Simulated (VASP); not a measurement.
# Os in VASP: notebook, part 3 of 3

VASP 6.6.1. The steps go on from the part before.

### 5 Electric field gradients, PBEsol (zz strain of -1 %)

Contents of INCAR:

```
SYSTEM = Os
PREC = Accurate
ENCUT = 520
EDIFF = 1E-8
ISMEAR = -1
SIGMA = 0.03
LREAL = .False.
LASPH = .True.
NELM = 100
ALGO = Normal
ISIF = 2
LWAVE = .False.
LCHARG = .False.
GGA = PS
LEFG = .True.
NBANDS = 10
```

Contents of KPOINTS:

```
regular mesh
0
Gamma
  14 14 14
  0 0 0
```

Contents of POSCAR:

```
Os
1.0
    0.0000000000      1.9450000000      1.9255500000
    1.9450000000      0.0000000000      1.9255500000
    1.9450000000      1.9450000000      0.0000000000
Os
1
Direct
    0.0000000000      0.0000000000      0.0000000000
```

Potentials or basis: VASP PAW PBE potentials, release 64 (Os).

Command:

```sh
cat potpaw_PBE.64/Os/POTCAR > POTCAR
mpirun -np 1 vasp_std > vasp.out
```

OUTCAR:

```text
SYSTEM = Os
   PREC = Accurate
   ENCUT = 520
   EDIFF = 1E-8
   ISMEAR = -1
   LREAL = .False.
   LASPH = .True.
   NELM = 100
   ISIF = 2
   GGA = PS

 ion  position               nearest neighbor table
   1  0.000  0.000  0.000-

  LATTYP: Found a body centered tetragonal cell.
 ALAT       =     2.7506453788
 C/A-ratio  =     1.4000714267

  Lattice vectors:

 A1 = (   0.0000000000,  -1.9450000000,  -1.9255500000)
 A2 = (   0.0000000000,   1.9450000000,  -1.9255500000)
 A3 = (   1.9450000000,   0.0000000000,   1.9255500000)

Analysis of symmetry for initial positions (statically):
=====================================================================
 Subroutine PRICEL returns:
 Original cell was already a primitive cell.

 Routine SETGRP: Setting up the symmetry group for a
 body centered tetragonal supercell.

 Subroutine GETGRP returns: Found 16 space group operations
 (whereof 16 operations were pure point group operations)
 out of a pool of 16 trial point group operations.

The static configuration has the point symmetry D_4h.

Analysis of symmetry for dynamics (positions and initial velocities):
=====================================================================
 Subroutine PRICEL returns:
 Original cell was already a primitive cell.

 Routine SETGRP: Setting up the symmetry group for a
 body centered tetragonal supercell.

 Subroutine GETGRP returns: Found 16 space group operations
 (whereof 16 operations were pure point group operations)
 out of a pool of 16 trial point group operations.

The dynamic configuration has the point symmetry D_4h.

[... 156 lines left out ...]
      5       8.5323      1.08979
      6       8.7071      0.00703
      7      22.8822      0.00000
      8      28.3267      0.00000
      9      28.3267      0.00000
     10      28.6559      0.00000
[... 287 lines left out ...]
 k-point    24 :       0.2857    0.1429    0.0000
  band No.  band energies     occupation
      1       0.8709      2.00000
      2       4.2852      2.00000
      3       6.1361      2.00000
      4       6.8453      2.00000
      5       8.2914      1.99946
      6       9.6052      0.00000
      7      23.8213      0.00000
      8      26.9069      0.00000
      9      29.0182      0.00000
     10      29.9177      0.00000

 [... further k-points ...]

------------------------ aborting loop because EDIFF is reached ----------------------------------------

  FORCE on cell =-STRESS in cart. coord.  units (eV):
  Direction    XX          YY          ZZ          XY          YZ          ZX
  --------------------------------------------------------------------------------------
  -------------------------------------------------------------------------------------
  Total       -1.5802569     -1.5802569     -1.3509695      0.0000000      0.0000000     -0.0000000
  in kB     -173.7857955   -173.7857955   -148.5703416      0.0000000      0.0000000     -0.0000000
  external PRESSURE =    -165.3806442 kB  Pullay stress =       0.0000000 kB

 VOLUME and BASIS-vectors are now :
 -----------------------------------------------------------------------------
  energy-cutoff  :      520.00
  volume of cell :       14.57
      direct lattice vectors                 reciprocal lattice vectors
     0.000000000  1.945000000  1.925550000    -0.257069409  0.257069409  0.259666069
     1.945000000  0.000000000  1.925550000     0.257069409 -0.257069409  0.259666069
     1.945000000  1.945000000  0.000000000     0.257069409  0.257069409 -0.259666069

 POSITION                                       TOTAL-FORCE (eV/Angst)
 -----------------------------------------------------------------------------------
      0.00000      0.00000      0.00000         0.000000     -0.000000      0.000000
 -----------------------------------------------------------------------------------
    total drift:                                0.000000      0.000000      0.000000

  FREE ENERGIE OF THE ION-ELECTRON SYSTEM (eV)
  ---------------------------------------------------
  free  energy   TOTEN  =       -12.0599548116 eV

  energy  without entropy=      -12.0555537546  energy(sigma->0) =      -12.05775428

 Electric field gradients (V/A^2)
---------------------------------------------------------------------
 ion       V_xx      V_yy      V_zz      V_xy      V_xz      V_yz
---------------------------------------------------------------------
   1       0.452     0.452    -0.904     0.000    -0.000    -0.000
---------------------------------------------------------------------

 Electric field gradients after diagonalization (V/A^2)
 (convention: |V_zz| > |V_xx| > |V_yy|)
----------------------------------------------------------------------
 ion       V_xx      V_yy      V_zz     asymmetry (V_yy - V_xx)/ V_zz
----------------------------------------------------------------------
   1       0.452     0.452    -0.904       0.000
----------------------------------------------------------------------

           NMR quadrupolar parameters

 Cq : quadrupolar parameter    Cq=e*Q*V_zz/h
 eta: asymmetry parameters     (V_yy - V_xx)/ V_zz
 Q  : nuclear electric quadrupole moment in mb (millibarn)
----------------------------------------------------------------------
 ion       Cq(MHz)       eta       Q (mb)
----------------------------------------------------------------------
   1      -0.002       0.000       1.000
----------------------------------------------------------------------
```

OSZICAR:

```text
N       E                     dE             d eps       ncg     rms          rms(c)
DAV:   1     0.339062777546E+02    0.33906E+02   -0.41348E+03  5016   0.740E+02
DAV:   2    -0.117513188118E+02   -0.45658E+02   -0.42474E+02  5004   0.196E+02
DAV:   3    -0.128490680197E+02   -0.10977E+01   -0.10788E+01  5818   0.285E+01
DAV:   4    -0.128520232358E+02   -0.29552E-02   -0.29548E-02  5290   0.160E+00
DAV:   5    -0.128520328826E+02   -0.96468E-05   -0.96460E-05  5430   0.862E-02    0.157E+01
DAV:   6    -0.122285938672E+02    0.62344E+00   -0.74953E-01  5798   0.683E+00    0.665E+00
DAV:   7    -0.120648226426E+02    0.16377E+00   -0.46115E-01  6050   0.509E+00    0.373E-01
DAV:   8    -0.120616044207E+02    0.32182E-02   -0.20369E-03  5054   0.366E-01    0.255E-01
DAV:   9    -0.120599581990E+02    0.16462E-02   -0.79449E-04  5326   0.304E-01    0.275E-02
DAV:  10    -0.120599576749E+02    0.52410E-06   -0.90079E-06  5332   0.220E-02    0.102E-02
DAV:  11    -0.120599548469E+02    0.28279E-05   -0.80586E-07  5284   0.132E-02    0.171E-03
DAV:  12    -0.120599548058E+02    0.41125E-07   -0.57804E-09  3528   0.668E-04    0.297E-04
DAV:  13    -0.120599548116E+02   -0.57723E-08   -0.43732E-10  2690   0.224E-04
   1 F= -.12059955E+02 E0= -.12057754E+02  d E =-.440106E-02
```

stdout:

```text
POSCAR found type information on POSCAR Os
 POSCAR found :  1 types and       1 ions
 scaLAPACK will be used
 -----------------------------------------------------------------------------
|                                                                             |
|                                                                             |
|     You enforced a specific xc type in the INCAR file but a different       |
|     I HOPE YOU KNOW WHAT YOU ARE DOING!                                     |
|                                                                             |
 -----------------------------------------------------------------------------

 LDA part: xc-table for (Slater+PW92), standard interpolation
 POSCAR, INCAR and KPOINTS ok, starting setup
 FFT: planning ... GRIDC
 FFT: planning ... GRID_SOFT
 FFT: planning ... GRID
 WAVECAR not read
 entering main loop
ion   1
```

Run time: 50 s. Hardware: 1 thread of Intel Xeon 8259CL, shared host; peak memory 0.15 GiB.

Results:

| Property | Result |
| --- | --- |
| Free energy | -12.0600 eV |
| Pressure | -16.5 GPa |
| Band gap on the k mesh | zero (bands 4 and 5 overlap by 3.70 eV) |
| Largest electric field gradient by atom | Os -0.9 V/Å² |

Electric field gradients, principal values (V/Å²):
| atom | least | middle | greatest (by size) |
| --- | --- | --- | --- |
| 1 Os | 0.452 | 0.452 | -0.904 |

Caveat: the cell differs from its parent crystal (zz strain of -1 %); the cell stands under tension; without QUAD_EFG the Cq values of the log hold for a quadrupole moment of 1 mb, not for the nuclei; the PAW data sets were made with another functional, which shifts forces and pressure a little; spin-orbit coupling is left out, which moves the levels of the heavy elements.

### 6 Overview

```tsv
cell	gap on the mesh (eV)	pressure (GPa)
a = 2.805 Å, angles 60.0°, 1 atom	none	-36.6
a = 2.723, b = 2.723, c = 2.751 Å, angles 59.7, 59.7, 60.7°, 1 atom	none	-12.8
a = 2.737, b = 2.737, c = 2.751 Å, angles 59.8, 59.8, 60.3°, 1 atom	none	-16.5
```

Alike in all rows: task electric field gradients; level PBEsol; potentials or basis VASP PAW PBE potentials, release 64 (Os); no spin polarisation; k mesh 14 × 14 × 14; cutoff (eV) 520; smearing fermi-dirac 0.03 eV.

Caveats: the PAW data sets were made with another functional, which shifts forces and pressure a little; spin-orbit coupling is left out, which moves the levels of the heavy elements; the cell stands under tension (at least some runs); the stress differs along the axes, from -15 to -9 GPa (at least some runs).

Absolute energies hang on the potentials; compare differences alone.
